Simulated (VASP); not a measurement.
A run of VASP 6.6.1:

Contents of INCAR:

```
SYSTEM = Hf
PREC     = Accurate       ! precision mode
ENCUT    = 500            ! plane-wave cutoff, eV
EDIFF    = 1E-6           ! SCF threshold, eV
ISMEAR   = -5             ! smearing method
SIGMA    = 0.1            ! smearing width, eV
LREAL    = .FALSE.        ! projectors in reciprocal space
LASPH    = .TRUE.         ! aspherical terms in the spheres
NELM     = 120            ! most SCF steps
ALGO     = Normal         ! electronic algorithm
ISIF     = 2              ! what is computed and relaxed
LWAVE    = .FALSE.        ! write WAVECAR
LCHARG   = .FALSE.        ! write CHGCAR
GGA      = PE             ! functional
NBANDS   = 17             ! bands
GGA_COMPAT= .FALSE.
```

KPOINTS

```
regular mesh
0
G
  13 13 7
  0 0 0
```

Contents of POSCAR:

```
Hf
1.0
    3.1808339174      0.0000000000      0.0000000000
   -1.5904169587      2.7546829777      0.0000000000
    0.0000000000      0.0000000000      5.1083780000
Hf
2
Direct
    0.3333333333      0.6666666667      0.2500000000
    0.6666666667      0.3333333333      0.7500000000
```

Potentials or basis: VASP PAW PBE potentials, release 64 (Hf_pv).

Command:

```console
$ cat potpaw_PBE.64/Hf_pv/POTCAR > POTCAR
$ mpirun -np 1 vasp_std > vasp.out
```

Hardware: 1 thread of AMD EPYC 9R45 96-Core Processor (Zen 5), on a shared host.

**Question.** Estimate the wall time of this run.

**Answer.** Wall time 36 s on 1 thread of AMD EPYC 9R45 96-Core Processor (Zen 5), on a shared host, peak memory 0.16 GiB. Counts: scf iterations 12, k points 84.
